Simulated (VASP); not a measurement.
# ZnS (P6_3mc) in VASP: further runs, part 2 of 2

VASP 6.6.1. Earlier steps stand in the parts before.

### Step 3. Electric field gradients, PBEsol (equal xx and yy strain of +2 %)

File INCAR:

```
SYSTEM = ZnS
PREC = Accurate
ENCUT = 520
EDIFF = 1E-8
ISMEAR = -1
SIGMA = 0.03
LREAL = .FALSE.
LASPH = .TRUE.
NELM = 60
ALGO = Normal
ISIF = 2
LWAVE = .FALSE.
LCHARG = .FALSE.
GGA = PS
LEFG = .TRUE.
NBANDS = 26
```

File KPOINTS:

```
Automatic mesh
0
G
  8 8 5
  0 0 0
```

File POSCAR:

```
ZnS
1.0
    3.8872187572      0.0000000000      0.0000000000
   -1.9436093786      3.3664301938      0.0000000000
    0.0000000000      0.0000000000      6.2340000000
Zn S
2 2
Direct
    0.3333333333      0.6666666667      0.0000000000
    0.6666666667      0.3333333333      0.5000000000
    0.3333333333      0.6666666667      0.3850000000
    0.6666666667      0.3333333333      0.8850000000
```

Potentials or basis: VASP PAW PBE potentials, release 64 (Zn, S).

The run is started by

```bash
$ cat potpaw_PBE.64/Zn/POTCAR potpaw_PBE.64/S/POTCAR > POTCAR
$ mpirun -np 1 vasp_std > vasp.out
```

OUTCAR:

```text
SYSTEM = ZnS
   PREC = Accurate
   ENCUT = 520
   EDIFF = 1E-8
   ISMEAR = -1
   LREAL = .FALSE.
   LASPH = .TRUE.
   NELM = 60
   ISIF = 2
   GGA = PS

 ion  position               nearest neighbor table
   1  0.333  0.667  0.000-   4 2.36   4 2.36   4 2.36   3 2.40
   2  0.667  0.333  0.500-   3 2.36   3 2.36   3 2.36   4 2.40
   3  0.333  0.667  0.385-   2 2.36   2 2.36   2 2.36   1 2.40
   4  0.667  0.333  0.885-   1 2.36   1 2.36   1 2.36   2 2.40

  LATTYP: Found a hexagonal cell.
 ALAT       =     3.8872187572
 C/A-ratio  =     1.6037173078

  Lattice vectors:

 A1 = (   3.8872187572,   0.0000000000,   0.0000000000)
 A2 = (  -1.9436093786,   3.3664301938,   0.0000000000)
 A3 = (   0.0000000000,   0.0000000000,   6.2340000000)

Analysis of symmetry for initial positions (statically):
=====================================================================
 Subroutine PRICEL returns:
 Original cell was already a primitive cell.

 Routine SETGRP: Setting up the symmetry group for a
 hexagonal supercell.

 Subroutine GETGRP returns: Found 12 space group operations
 (whereof  6 operations were pure point group operations)
 out of a pool of 24 trial point group operations.

The static configuration has the point symmetry C_3v.
 The point group associated with its full space group is C_6v.

Analysis of symmetry for dynamics (positions and initial velocities):
=====================================================================
 Subroutine PRICEL returns:
 Original cell was already a primitive cell.

 Routine SETGRP: Setting up the symmetry group for a
 hexagonal supercell.

 Subroutine GETGRP returns: Found 12 space group operations
 (whereof  6 operations were pure point group operations)
 out of a pool of 24 trial point group operations.

The dynamic configuration has the point symmetry C_3v.
 The point group associated with its full space group is C_6v.

 Subroutine INISYM returns: Found 12 space group operations
 (whereof  6 operations are pure point group operations),
 and found     1 'primitive' translations

----------------------------------------------------------------------------------------

                                     Primitive cell

  volume of cell :      81.5784

  direct lattice vectors                    reciprocal lattice vectors
     3.887218757  0.000000000  0.000000000     0.257253338  0.148525284  0.000000000
    -1.943609379  3.366430194  0.000000000     0.000000000  0.297050568  0.000000000
     0.000000000  0.000000000  6.234000000     0.000000000  0.000000000  0.160410651

  length of vectors
     3.887218757  3.887218757  6.234000000     0.297050568  0.297050568  0.160410651

  position of ions in fractional coordinates (direct lattice)
     0.333333333  0.666666667  0.000000000
     0.666666667  0.333333333  0.500000000
     0.333333333  0.666666667  0.385000000
     0.666666667  0.333333333  0.885000000

  ion indices of the primitive-cell ions
   primitive index   ion index
                 1           1
                 2           2
                 3           3
                 4           4

----------------------------------------------------------------------------------------

[... 82 lines left out ...]
   EMIN   =  10.00;   EMAX   =-10.00  energy-range for DOS
   EFERMI =   0.00;   METHOD = LEGACY
   ISMEAR =    -1;   SIGMA  =   0.03  broadening in eV -4-tet -1-fermi 0-gaus
   EFERMI_NEDOS =   21; number of points for ismear=-14 and -15
   IALGO  =     38    algorithm
   IMIX   =      4    mixing-type and parameters
     AMIX     =   0.40;   BMIX     =  1.00
     AMIX_MAG =   1.60;   BMIX_MAG =  1.00
  volume/ion in A,a.u.               =      20.39       137.63
  Fermi-wavevector in a.u.,A,eV,Ry     =   1.246380  2.355317 21.136155  1.553464
  Thomas-Fermi vector in A             =   2.380560
   LORBIT       =      0    0 simple, 1 ext, 2 COOP (PROOUT), +10 PAW based schemes
   GGA     = PS    functional components
   LHFCALC =     F    Hartree Fock is set to
   AEXX    =    0.0000 exact exchange contribution
   IVDW    =     0    specifies the selected vdW correction
   LEPSILON=     F    determine dielectric tensor
   LRPA    =     F    only Hartree local field effects (RPA)
 non-spin polarized calculation
  energy-cutoff  :      520.00
  volume of cell :       81.58
 maximum number of plane-waves:      2214
 NGX is ok and might be reduce to    30
   NGX = 15   NGY = 15   NGZ = 23

 number of electron      35.9999982 magnetization

 Free energy of the ion-electron system (eV)
  ---------------------------------------------------
  ext. energy  EPLUGINS =         0.00000000
  ---------------------------------------------------
  free energy    TOTEN  =       -15.09501185 eV

  energy without entropy =      -15.09501185  energy(sigma->0) =      -15.09501185

 E-fermi :   2.3817     XC(G=0):  -9.6842

 val. band max:        1.7532835805   @ k =   0.0000   0.0000   0.0000
 cond. band min:       3.6502285132   @ k =   0.0000   0.0000   0.0000
 fundamental gap:      1.8969449327
 Fermi energy:         2.3816938619

 k-point     1 :       0.0000    0.0000    0.0000
  band No.  band energies     occupation
      1     -11.2245      2.00000
      2     -10.3090      2.00000
      3      -4.5270      2.00000
      4      -4.5270      2.00000
      5      -4.4763      2.00000
      6      -4.4637      2.00000
[... 685 lines left out ...]
     25      10.4017      0.00000
     26      10.9093      0.00000

 [... further k-points ...]
[... 5 lines left out ...]
  --------------------------------------------------------------------------------------
  -------------------------------------------------------------------------------------
  Total       -2.1107957     -2.1107957     -1.6764956      0.0000000      0.0000000      0.0000000
  in kB      -41.4554277    -41.4554277    -32.9258963      0.0000000      0.0000000      0.0000000
  external PRESSURE =     -38.6122506 kB  Pullay stress =       0.0000000 kB

 VOLUME and BASIS-vectors are now :
 -----------------------------------------------------------------------------
  energy-cutoff  :      520.00
  volume of cell :       81.58
      direct lattice vectors                 reciprocal lattice vectors
     3.887218757  0.000000000  0.000000000     0.257253338  0.148525284  0.000000000
    -1.943609379  3.366430194  0.000000000     0.000000000  0.297050568  0.000000000
     0.000000000  0.000000000  6.234000000     0.000000000  0.000000000  0.160410651

 POSITION                                       TOTAL-FORCE (eV/Angst)
 -----------------------------------------------------------------------------------
     -0.00000      2.24429      0.00000         0.000000      0.000000      0.192276
      1.94361      1.12214      3.11700        -0.000000     -0.000000      0.192276
     -0.00000      2.24429      2.40009         0.000000     -0.000000     -0.192276
      1.94361      1.12214      5.51709        -0.000000      0.000000     -0.192276
 -----------------------------------------------------------------------------------
    total drift:                               -0.000000     -0.000000      0.000217

  FREE ENERGIE OF THE ION-ELECTRON SYSTEM (eV)
  ---------------------------------------------------
  free  energy   TOTEN  =       -15.0950118499 eV

  energy  without entropy=      -15.0950118499  energy(sigma->0) =      -15.09501185

 Electric field gradients (V/A^2)
---------------------------------------------------------------------
 ion       V_xx      V_yy      V_zz      V_xy      V_xz      V_yz
---------------------------------------------------------------------
   1      -5.049    -5.056    10.104    -0.006     0.000    -0.000
   2      -5.049    -5.056    10.104    -0.006    -0.000     0.000
   3       4.637     4.637    -9.274    -0.000    -0.000     0.000
   4       4.637     4.637    -9.274    -0.000     0.000    -0.000
---------------------------------------------------------------------

 Electric field gradients after diagonalization (V/A^2)
 (convention: |V_zz| > |V_xx| > |V_yy|)
----------------------------------------------------------------------
 ion       V_xx      V_yy      V_zz     asymmetry (V_yy - V_xx)/ V_zz
----------------------------------------------------------------------
   1      -5.059    -5.045    10.104       0.001
   2      -5.059    -5.045    10.104       0.001
   3       4.637     4.637    -9.274       0.000
   4       4.637     4.637    -9.274       0.000
----------------------------------------------------------------------

           NMR quadrupolar parameters

 Cq : quadrupolar parameter    Cq=e*Q*V_zz/h
 eta: asymmetry parameters     (V_yy - V_xx)/ V_zz
 Q  : nuclear electric quadrupole moment in mb (millibarn)
----------------------------------------------------------------------
 ion       Cq(MHz)       eta       Q (mb)
----------------------------------------------------------------------
   1       0.024       0.001       1.000
   2       0.024       0.001       1.000
   3      -0.022       0.000       1.000
   4      -0.022       0.000       1.000
----------------------------------------------------------------------
```

stdout:

```text
POSCAR found type information on POSCAR ZnS
 POSCAR found :  2 types and       4 ions
 scaLAPACK will be used
 -----------------------------------------------------------------------------
|                                                                             |
|                                                                             |
|     You enforced a specific xc type in the INCAR file but a different       |
|     I HOPE YOU KNOW WHAT YOU ARE DOING!                                     |
|                                                                             |
 -----------------------------------------------------------------------------

 LDA part: xc-table for (Slater+PW92), standard interpolation
 POSCAR, INCAR and KPOINTS ok, starting setup
 FFT: planning ... GRIDC
 FFT: planning ... GRID_SOFT
 FFT: planning ... GRID
 WAVECAR not read
 entering main loop
ion   1

ion   2

ion   3

ion   4
```

Run time: 1.7 min. Hardware: 1 thread of Intel Xeon 8259CL, shared host; peak memory 0.22 GiB.

What came out:

| Quantity | Value |
| --- | --- |
| Free energy | -15.0950 eV |
| Pressure | -3.9 GPa |
| Largest force | 0.192 eV/Å |
| Band gap on the k mesh | 1.90 eV |
| Largest electric field gradient by atom | Zn +10.1; S -9.3 V/Å² |

Forces in eV/Å, atoms in the order of the input:
```
Zn   0.000  0.000  0.192
Zn   0.000  0.000  0.192
S    0.000  0.000 -0.192
S    0.000  0.000 -0.192
```

Stress tensor (GPa, compression positive):
```
-4.15  0.00  0.00
 0.00 -4.15  0.00
 0.00  0.00 -3.29
```

Levels at points of the mesh, in eV from the valence-band top:
```
           k point  band 15  band 16  band 17  band 18  band 19  band 20  band 21  band 22
(0.00, 0.00, 0.00)    -0.94    -0.08    -0.08     0.00     1.90     2.63     6.11     6.11
(0.50, 0.00, 0.00)    -3.09    -2.24    -1.54    -0.96     3.39     4.05     5.12     6.95
```

Electric field gradients, principal values (V/Å²):
```tsv
atom	least	middle	greatest (by size)
1 Zn	-5.045	-5.059	10.104
2 Zn	-5.045	-5.059	10.104
3 S	4.637	4.637	-9.274
4 S	4.637	4.637	-9.274
```

Caveat: the cell differs from its parent crystal (equal xx and yy strain of +2 %); the cell stands under tension; without QUAD_EFG the Cq values of the log hold for a quadrupole moment of 1 mb, not for the nuclei; the PAW data sets were made with another functional, which shifts forces and pressure a little.
